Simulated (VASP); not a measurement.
# Ga2O3 in VASP: single point with PBE

Aim: the single point of Ga2O3 with PBE.

Everything below comes from runs of VASP 6.6.1. Logs are shortened: lines on timing, memory, paths and dates and some standing lists are left out, and cuts for length are marked.

## Step 1: The cell of the first run

The typed cell holds 10 atoms: a = 5.399 Å, b = 5.399 Å, c = 5.399 Å, α = 55.86°, β = 55.86°, γ = 55.86°.

## Step 2: Single point, PBE

INCAR reads:

```
SYSTEM = Ga2O3
PREC = Accurate
ENCUT = 600
EDIFF = 1E-6
ISMEAR = -1
SIGMA = 0.05
LREAL = .False.
LASPH = .True.
NELM = 120
ALGO = Normal
ISIF = 2
LWAVE = .False.
LCHARG = .True.
GGA = PE
LELF = .True.
LVHAR = .True.
NBANDS = 55
GGA_COMPAT = .False.
```

KPOINTS reads:

```
Automatic mesh
0
Gamma
  7 7 6
  0 0 0
```

POSCAR reads:

```
Ga2O3
1.0
    2.5287934151      1.4598936996      4.5411175209
   -2.5289390617      1.4599392706      4.5411086353
   -0.0000312566     -2.9201988312      4.5411352958
Ga O
4 6
Direct
    0.3558432463      0.3558388173      0.3558470256
    0.1441590861      0.1441578827      0.1441550851
    0.6441574296      0.6441604230      0.6441532848
    0.8558412622      0.8558416142      0.8558452614
    0.5531292039      0.9468733578      0.2499988796
    0.2499993233      0.5531286168      0.9468698455
    0.9468696827      0.2500013856      0.5531293923
    0.4468702555      0.0531272077      0.7500012066
    0.7500006945      0.4468720566      0.0531297811
    0.0531298260      0.7499986582      0.4468702381
```

Potentials or basis: VASP PAW PBE potentials, release 64 (Ga_d, O).

Command:

```
$ cat potpaw_PBE.64/Ga_d/POTCAR potpaw_PBE.64/O/POTCAR > POTCAR
$ mpirun -np 1 vasp_std > vasp.out
```

OUTCAR:

```text
SYSTEM = Ga2O3
   PREC = Accurate
   ENCUT = 600
   EDIFF = 1E-6
   ISMEAR = -1
   LREAL = .False.
   LASPH = .True.
   NELM = 120
   ISIF = 2
   GGA = PE

 ion  position               nearest neighbor table
   1  0.356  0.356  0.356-   9 1.95  10 1.95   8 1.95   7 2.10   5 2.10   6 2.10   2 2.88
   2  0.144  0.144  0.144-   9 1.95   8 1.95  10 1.95   6 2.10   5 2.10   7 2.10   1 2.88
   3  0.644  0.644  0.644-   6 1.95   7 1.95   5 1.95  10 2.10   8 2.10   9 2.10   4 2.88
   4  0.856  0.856  0.856-   6 1.95   5 1.95   7 1.95   9 2.10   8 2.10  10 2.10   3 2.88
   5  0.553  0.947  0.250-   4 1.95   3 1.95   2 2.10   1 2.10
   6  0.250  0.553  0.947-   3 1.95   4 1.95   2 2.10   1 2.10
   7  0.947  0.250  0.553-   4 1.95   3 1.95   1 2.10   2 2.10
   8  0.447  0.053  0.750-   2 1.95   1 1.95   4 2.10   3 2.10
   9  0.750  0.447  0.053-   1 1.95   2 1.95   4 2.10   3 2.10
  10  0.053  0.750  0.447-   2 1.95   1 1.95   3 2.10   4 2.10

  LATTYP: Found a base centered monoclinic cell.
 ALAT       =    18.3977890048
 B/A-ratio  =     0.2749097990
 C/A-ratio  =     0.2934605350
 COS(beta)  =    -0.9162987451

  Lattice vectors:

 A1 = (  -2.5287621585,   1.4603051316,  -9.0822528167)
 A2 = (   2.5289703183,   1.4602595606,  -9.0822439311)
 A3 = (  -0.0000312566,  -2.9201988312,   4.5411352958)

Analysis of symmetry for initial positions (statically):
=====================================================================
 Subroutine PRICEL returns:
 Original cell was already a primitive cell.

 Routine SETGRP: Setting up the symmetry group for a
 base centered monoclinic supercell.

 Subroutine GETGRP returns: Found  2 space group operations
 (whereof  2 operations were pure point group operations)
 out of a pool of  4 trial point group operations.

The static configuration has the point symmetry S_2 .

Analysis of symmetry for dynamics (positions and initial velocities):
=====================================================================
 Subroutine PRICEL returns:
 Original cell was already a primitive cell.

 Routine SETGRP: Setting up the symmetry group for a
 base centered monoclinic supercell.

 Subroutine GETGRP returns: Found  2 space group operations
 (whereof  2 operations were pure point group operations)
 out of a pool of  4 trial point group operations.

The dynamic configuration has the point symmetry S_2 .

 Subroutine INISYM returns: Found  2 space group operations
 (whereof  2 operations are pure point group operations),
 and found     1 'primitive' translations

----------------------------------------------------------------------------------------

                                     Primitive cell

  volume of cell :     100.6015

  direct lattice vectors                    reciprocal lattice vectors
     2.528793415  1.459893700  4.541117521     0.197717960  0.114154494  0.073408956
    -2.528939062  1.459939271  4.541108635    -0.197716161  0.114150742  0.073403821
    -0.000031257 -2.920198831  4.541135296    -0.000002186 -0.228304119  0.073397192

  length of vectors
     5.398873409  5.398946480  5.399025004     0.239817671  0.239812830  0.239812257

  position of ions in fractional coordinates (direct lattice)
     0.355843246  0.355838817  0.355847026
     0.144159086  0.144157883  0.144155085
     0.644157430  0.644160423  0.644153285
     0.855841262  0.855841614  0.855845261
     0.553129204  0.946873358  0.249998880
     0.249999323  0.553128617  0.946869845
     0.946869683  0.250001386  0.553129392
     0.446870256  0.053127208  0.750001207
     0.750000695  0.446872057  0.053129781
     0.053129826  0.749998658  0.446870238

  ion indices of the primitive-cell ions
   primitive index   ion index
                 1           1
                 2           2
                 3           3
                 4           4
                 5           5
                 6           6
                 7           7
                 8           8
                 9           9
                10          10

----------------------------------------------------------------------------------------

 KPOINTS: Automatic mesh

Automatic generation of k-mesh.
 Grid dimensions read from file:
 generate k-points for:    7    7    6

 Generating k-lattice:

  Cartesian coordinates                     Fractional coordinates (reciprocal lattice)
     0.028245423  0.016307785  0.010486994     0.142857143  0.000000000 -0.000000000
    -0.028245166  0.016307249  0.010486260    -0.000000000  0.142857143  0.000000000
    -0.000000364 -0.038050687  0.012232865    -0.000000000 -0.000000000  0.166666667

  Length of vectors
     0.034259667  0.034258976  0.039968709

  Shift w.r.t. Gamma in fractional coordinates (k-lattice)
     0.000000000  0.000000000  0.000000000

 Subroutine IBZKPT returns following result:
 ===========================================

 Found    148 irreducible k-points:

 Following reciprocal coordinates:
            Coordinates               Weight
  0.000000  0.000000  0.000000      1.000000
  0.142857  0.000000  0.000000      2.000000
  0.000000 -0.142857  0.000000      2.000000
  0.285714 -0.000000 -0.000000      2.000000
  0.000000 -0.285714  0.000000      2.000000
  0.428571 -0.000000  0.000000      2.000000
[... 16 lines left out ...]
 -0.285714  0.285714 -0.000000      2.000000
  0.428571  0.428571  0.000000      2.000000
 [... further k-points ...]
   k-points           NKPTS =    148   k-points in BZ     NKDIM =    148   number of bands    NBANDS=     55
   number of dos      NEDOS =    301   number of ions     NIONS =     10
   total plane-waves  NPLWV = 110592
   dimension x,y,z NGX =    48 NGY =   48 NGZ =   48
   dimension x,y,z NGXF=    96 NGYF=   96 NGZF=   96
   ions per type =               4   6
   NGX,Y,Z   is equivalent  to a cutoff of  14.78, 14.78, 14.78 a.u.
   NGXF,Y,Z  is equivalent  to a cutoff of  29.56, 29.56, 29.56 a.u.
 SYSTEM =  Ga2O3
   PREC   = accura    normal or accurate (medium, high low for compatibility)
   ISTART =      0    job   : 0-new  1-cont  2-samecut
   ICHARG =      2    charge: 1-file 2-atom 10-const
   ISPIN  =      1    spin polarized calculation?
   LNONCOLLINEAR =      F non collinear calculations
   LSORBIT =      F    spin-orbit coupling
   LASPH  =      T    aspherical Exc in radial PAW
   ENCUT  =  600.0 eV  44.10 Ry    6.64 a.u.  10.78 10.78 10.78*2*pi/ulx,y,z
   NELM   =    120;   NELMIN=  2; NELMDL= -5     # of ELM steps
   EDIFF  = 0.1E-05   stopping-criterion for ELM
   LREAL  =      F    real-space projection
   EDIFFG = 0.1E-04   stopping-criterion for IOM
   NSW    =      0    number of steps for IOM
   IBRION =     -1    ionic relax: 0-MD 1-quasi-New 2-CG
   NFREE  =      0    steps in history (QN), initial steepest desc. (CG)
   ISIF   =      2    stress and relaxation
   ISYM   =      2    0-nonsym 1-usesym 2-fastsym
   POTIM  = 0.5000    time-step for ionic-motion
   TEBEG  =    0.0;   TEEND  =   0.0 temperature during run
   PSTRESS=    0.0 pullay stress
   NELECT =      88.0000    total number of electrons
   NUPDOWN=      -1.0000    fix difference up-down
   EMIN   =  10.00;   EMAX   =-10.00  energy-range for DOS
   EFERMI =   0.00;   METHOD = LEGACY
   ISMEAR =    -1;   SIGMA  =   0.05  broadening in eV -4-tet -1-fermi 0-gaus
   EFERMI_NEDOS =   21; number of points for ismear=-14 and -15
   IALGO  =     38    algorithm
   IMIX   =      4    mixing-type and parameters
     AMIX     =   0.40;   BMIX     =  1.00
     AMIX_MAG =   1.60;   BMIX_MAG =  1.00
  volume/ion in A,a.u.               =      10.06        67.89
  Fermi-wavevector in a.u.,A,eV,Ry     =   1.565672  2.958692 33.352373  2.451330
  Thomas-Fermi vector in A             =   2.668114
   LORBIT       =      0    0 simple, 1 ext, 2 COOP (PROOUT), +10 PAW based schemes
   GGA     = PE    functional components
   LHFCALC =     F    Hartree Fock is set to
   AEXX    =    0.0000 exact exchange contribution
   IVDW    =     0    specifies the selected vdW correction
   LEPSILON=     F    determine dielectric tensor
   LRPA    =     F    only Hartree local field effects (RPA)
 non-spin polarized calculation
  energy-cutoff  :      600.00
  volume of cell :      100.60
 maximum number of plane-waves:      3378
 NGX is ok and might be reduce to    48
   NGX = 21   NGY = 21   NGZ = 21

 number of electron      88.0000001 magnetization

 Free energy of the ion-electron system (eV)
  ---------------------------------------------------
  ext. energy  EPLUGINS =         0.00000000
  ---------------------------------------------------
  free energy    TOTEN  =       -59.40828912 eV

  energy without entropy =      -59.40828912  energy(sigma->0) =      -59.40828912

 E-fermi :   5.2577     XC(G=0): -11.9620

 val. band max:        4.1016063188   @ k =  -0.0000   0.1429  -0.1667
 cond. band min:       6.4957680107   @ k =   0.0000   0.0000   0.0000
 fundamental gap:      2.3941616918
 Fermi energy:         5.2576722325

 k-point     1 :       0.0000    0.0000    0.0000
  band No.  band energies     occupation
      1     -14.5794      2.00000
      2     -12.7207      2.00000
      3     -12.7207      2.00000
      4     -12.6968      2.00000
      5     -12.6784      2.00000
      6     -12.6783      2.00000
[... 47 lines left out ...]
     54      14.9962      0.00000
     55      16.0668      0.00000

 k-point     2 :       0.1429    0.0000    0.0000
  band No.  band energies     occupation
      1     -14.4924      2.00000
      2     -12.8096      2.00000
      3     -12.7288      2.00000
      4     -12.7258      2.00000
      5     -12.6856      2.00000
      6     -12.6665      2.00000
[... 47 lines left out ...]
     54      15.5420      0.00000
     55      15.9346      0.00000
[... 1216 lines left out ...]
     54      15.8853      0.00000
     55      16.0538      0.00000

 k-point    24 :       0.4286    0.4286    0.0000
  band No.  band energies     occupation
      1     -13.8095      2.00000
      2     -13.0644      2.00000
      3     -13.0379      2.00000
      4     -12.9061      2.00000
      5     -12.7652      2.00000
      6     -12.6922      2.00000
[... 47 lines left out ...]
     54      15.6250      0.00000
     55      15.9532      0.00000

 [... further k-points ...]

------------------------ aborting loop because EDIFF is reached ----------------------------------------

  FORCE on cell =-STRESS in cart. coord.  units (eV):
  Direction    XX          YY          ZZ          XY          YZ          ZX
  --------------------------------------------------------------------------------------
  -------------------------------------------------------------------------------------
  Total        0.4696324      0.4693220      0.3931608      0.0012520      0.0012474      0.0007115
  in kB        7.4793556      7.4744123      6.2614711      0.0199400      0.0198656      0.0113309
  external PRESSURE =       7.0717463 kB  Pullay stress =       0.0000000 kB

 VOLUME and BASIS-vectors are now :
 -----------------------------------------------------------------------------
  energy-cutoff  :      600.00
  volume of cell :      100.60
      direct lattice vectors                 reciprocal lattice vectors
     2.528793415  1.459893700  4.541117521     0.197717960  0.114154494  0.073408956
    -2.528939062  1.459939271  4.541108635    -0.197716161  0.114150742  0.073403821
    -0.000031257 -2.920198831  4.541135296    -0.000002186 -0.228304119  0.073397192

 POSITION                                       TOTAL-FORCE (eV/Angst)
 -----------------------------------------------------------------------------------
     -0.00005     -0.00015      4.84778        -0.000070      0.000020      0.011311
     -0.00002     -0.00004      1.96391        -0.000061     -0.000093     -0.011272
     -0.00012     -0.00022      8.77558         0.000070     -0.000020     -0.011311
     -0.00015     -0.00032     11.65945         0.000061      0.000093      0.011272
     -0.99584      1.45984      7.94696        -0.000388     -0.000013     -0.000016
     -0.76666     -1.59254      7.94696         0.000173     -0.000364      0.000025
      1.76218      0.13207      7.94697         0.000225      0.000364     -0.000008
      0.99566     -1.46021      5.67640         0.000388      0.000013      0.000016
      0.76648      1.59218      5.67641        -0.000173      0.000364     -0.000025
     -1.76236     -0.13243      5.67639        -0.000225     -0.000364      0.000008
 -----------------------------------------------------------------------------------
    total drift:                                0.006216     -0.002420      0.001866

  FREE ENERGIE OF THE ION-ELECTRON SYSTEM (eV)
  ---------------------------------------------------
  free  energy   TOTEN  =       -59.4082891191 eV

  energy  without entropy=      -59.4082891191  energy(sigma->0) =      -59.40828912
```

Wall time 36 min (1 thread of Intel Xeon 8259CL, shared host); peak memory 0.82 GiB.

Results:

```
Free energy            : -59.4083 eV
Pressure               : 0.7 GPa
Largest force          : 0.011 eV/Å
Band gap on the k mesh : 2.39 eV (least direct gap 2.63 eV)
```

Forces on the atoms (eV/Å):
```
Ga   0.000  0.000  0.011
Ga   0.000  0.000 -0.011
Ga   0.000  0.000 -0.011
Ga   0.000  0.000  0.011
O    0.000  0.000  0.000
O    0.000  0.000  0.000
O    0.000  0.000  0.000
O    0.000  0.000  0.000
O    0.000  0.000  0.000
O    0.000  0.000  0.000
```

Stress tensor (GPa, compression positive):
```
0.75 0.00 0.00
0.00 0.75 0.00
0.00 0.00 0.63
```

Caveat: an odd mesh through Γ misses points on the zone boundary, where band edges can lie.
